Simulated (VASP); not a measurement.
A run of VASP 6.6.1 is set up as follows.

The input INCAR:

```
SYSTEM = Li2W
  ALGO = Fast
  EDIFF = 1E-6
  ENCUT = 520
  GGA = PE
  ISIF = 2
  ISMEAR = 0
  LASPH = .True.
  LCHARG = .False.
  LREAL = .False.
  LWAVE = .False.
  NBANDS = 17
  NELM = 80
  PREC = Accurate
  SIGMA = 0.1
```

File KPOINTS:

```
k-points
0
Gamma
  8 8 2
  0 0 0
```

File POSCAR:

```
Li2W
1.0
    2.1917510127     -1.4748116063      0.0000000000
    2.1917510127      1.4748116063      0.0000000000
   -2.0108614825      0.0000000000      7.5374446886
Li W
2 1
Direct
    0.8481985639      0.8481985639      0.6796603190
    0.1518014361      0.1518014361      0.3203396810
    0.5000000000      0.5000000000      0.0000000000
```

Potentials or basis: VASP PAW PBE potentials, release 64 (Li_sv, W_sv).

The run is started by

```bash
$ cat potpaw_PBE.64/Li_sv/POTCAR potpaw_PBE.64/W_sv/POTCAR > POTCAR
$ mpirun -np 1 vasp_std > vasp.out
```

Question: Predict the largest force.

Answer: 0.028 eV/Å.

Question: Predict the band gap on the k mesh.

Answer: Zero (band 10 reaches 5.40 eV, above the bottom of band 11 at 2.69 eV).

Forces on the atoms (eV/Å):
```
Li   0.002  0.000 -0.028
Li  -0.002  0.000  0.028
W    0.000  0.000  0.000
```

Caveat: the k points lie up to 0.42 Å⁻¹ apart; spin-orbit coupling is left out, which moves the levels of the heavy elements.
